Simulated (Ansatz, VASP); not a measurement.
P in VASP and in Ansatz

Contents of INCAR:

```
PREC     = Accurate       # precision mode
ENCUT    = 520            # plane-wave cutoff, eV
EDIFF    = 1E-6           # SCF threshold, eV
ISMEAR   = 0              # smearing method
SIGMA    = 0.1            # smearing width, eV
LREAL    = F              # projectors in reciprocal space
LASPH    = T              # aspherical terms in the spheres
NELM     = 100            # most SCF steps
ALGO     = Normal         # electronic algorithm
ISIF     = 2              # what is computed and relaxed
LWAVE    = F              # write WAVECAR
LCHARG   = F              # write CHGCAR
GGA      = PE             # functional
NBANDS   = 12             # bands
```

KPOINTS

```
Automatic mesh
0
Gamma
  15 15 15
```

File POSCAR:

```
P
1.0
    1.7947024134      1.0361719215      3.3486637225
   -1.7947024134      1.0361719215      3.3486637225
    0.0000000000     -2.0723438429      3.3486637225
P
2
Direct
    0.2430563242      0.2430563242      0.2430563242
    0.7569436758      0.7569436758      0.7569436758
```

Input for Ansatz:

```yaml
crystal:
  lattice:
    - [1.7947024134, 1.0361719215, 3.3486637225]
    - [-1.7947024134, 1.0361719215, 3.3486637225]
    - [0.0, -2.0723438429, 3.3486637225]
  atoms:
    - { symbol: P, position: [0.2430563242, 0.2430563242, 0.2430563242] }
    - { symbol: P, position: [0.7569436758, 0.7569436758, 0.7569436758] }
basis:
  ecutwfc: 420
kpoints:
  mp_grid: { grid: [15, 15, 15] }
hamiltonian:
  xc: pbe
scf:
  occupations: { method: gaussian, width: 0.1 }
output:
  forces: true
  stress: true
  eigenvalues: true
```

Alike in both runs: task single point; functional PBE; k mesh 15 × 15 × 15; occupations gaussian, width 0.1 eV; no spin polarisation.

|  | VASP | Ansatz |
| --- | --- | --- |
| version | VASP 6.6.1 | Ansatz 0.2.0 |
| potentials or method | VASP PAW PBE potentials, release 64 (P), cutoff 520 eV | scalar-relativistic, plane waves, PAW |
| valence electrons in the cell | 10 | 10 |

Ansatz gave:

```
gap on the k mesh at the Fermi level (eV)                     : none
pressure (GPa)                                                : -14.2
traceless stress, the component that is largest in VASP (GPa) : -7.33
rms of the force components (eV/Å)                            : 0.843
```

Estimate VASP's values.

gap on the k mesh at the Fermi level (eV): none; pressure (GPa): -14.3; traceless stress, the component that is largest in VASP (GPa): -7.34; rms of the force components (eV/Å): 0.853.

Atom by atom the forces differ by 0.010 eV/Å (rms over components). A gap of «none» marks a metal or a gap that the smearing closes.
